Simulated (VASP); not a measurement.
Si2Mo: relaxation of cell and atoms with PBEsol+D3(BJ)

Si2Mo:

```
Mo Si
1.0
    -1.60000    1.60000    3.93050
     1.60000   -1.60000    3.93050
     1.60000    1.60000   -3.93050
Mo Si
1 2
Cartesian
  0.0000 0.0000 0.0000
  0.0000 0.0000 5.2433
  0.0000 0.0000 2.6177
```

| Item | Value |
| --- | --- |
| Program | VASP 6.6.1 |
| Task | relaxation of cell and atoms |
| Functional | PBEsol |
| Dispersion | D3(BJ) |
| Potentials or basis | VASP PAW PBE potentials, release 64 (Mo_sv, Si) |
| Cutoff | 600 eV |
| k mesh | 12 × 12 × 12 |
| Occupations | fermi-dirac, width 0.05 eV |
| Spin | no spin polarisation |
| Dipole correction | no |
| Further INCAR settings | ALGO = Normal; EDIFF = 1e-07; IBRION = 2; EDIFFG = -0.01; NSW = 60; ISIF = 3 |

* Relaxed volume: 12.90 Å³/atom
* Relaxed cell: a = 4.477 Å, b = 4.477 Å, c = 4.477 Å, α = 138.68°, β = 138.68°, γ = 59.86°
* Space group after relaxing (to 0.1 Å): I4/mmm (No. 139)
* Energy gained by relaxing: 16.2 meV/atom
* Ionic steps: 7
* Pressure after relaxing: -0.1 GPa
* Band gap on the k mesh: zero (bands 11 and 12 overlap by 0.97 eV)
* Dispersion energy per atom: -0.549 eV

Forces on the atoms (eV/Å):
```
Mo   0.000  0.000  0.000
Si   0.000  0.000  0.003
Si   0.000  0.000 -0.003
```

Stress tensor (GPa, compression positive):
```
-0.08  0.00  0.00
 0.00 -0.08  0.00
 0.00  0.00  0.01
```

Step by step:
```
step  energy change (eV)  largest force (eV/Å)  pressure (GPa)  volume (Å³)
   1              0.0000                0.3257           -8.80        40.25
   2              0.1015                0.2470           19.42        36.11
   3             -0.0472                0.1529           -0.05        38.69
   4             -0.0473                0.1490            0.14        38.66
   5             -0.0484                0.0159            0.06        38.68
   6             -0.0484                0.0135            0.06        38.68
   7             -0.0485                0.0026           -0.05        38.71
```

Final structure:
```yaml
crystal:
  lattice:
    - [-1.57933, 1.57933, 3.87957]
    - [1.57933, -1.57933, 3.87957]
    - [1.57933, 1.57933, -3.87957]
  atoms:
    - { symbol: Mo, position: [0.00000, 0.00000, 0.00000] }
    - { symbol: Si, position: [0.66536, 0.66536, 0.00000] }
    - { symbol: Si, position: [0.33465, 0.33465, 0.00000] }
```

Levels at points of the mesh, in eV from the Fermi level:
| k point | band 7 | band 8 | band 9 | band 10 | band 11 | band 12 | band 13 | band 14 | band 15 |
| --- | --- | --- | --- | --- | --- | --- | --- | --- | --- |
| (0.00, 0.00, 0.00) | -3.38 | -3.27 | -2.72 | -2.72 | 0.41 | 3.02 | 3.41 | 3.68 | 3.68 |
| (0.50, 0.00, 0.00) | -5.13 | -4.60 | -2.73 | -2.67 | -0.55 | 2.40 | 3.18 | 4.29 | 4.37 |
| (0.50, 0.50, 0.00) | -5.82 | -5.17 | -4.59 | -3.23 | -1.19 | 2.46 | 2.91 | 3.26 | 3.44 |
| (0.50, 0.50, 0.50) | -3.77 | -2.33 | -0.61 | -0.61 | -0.45 | -0.45 | 0.56 | 4.85 | 5.60 |

Wall time 15 min on 1 thread of Intel Xeon 8259CL, on a shared host, peak memory 0.31 GiB.

Caveat: the PAW data sets were made with another functional, which shifts forces and pressure a little.
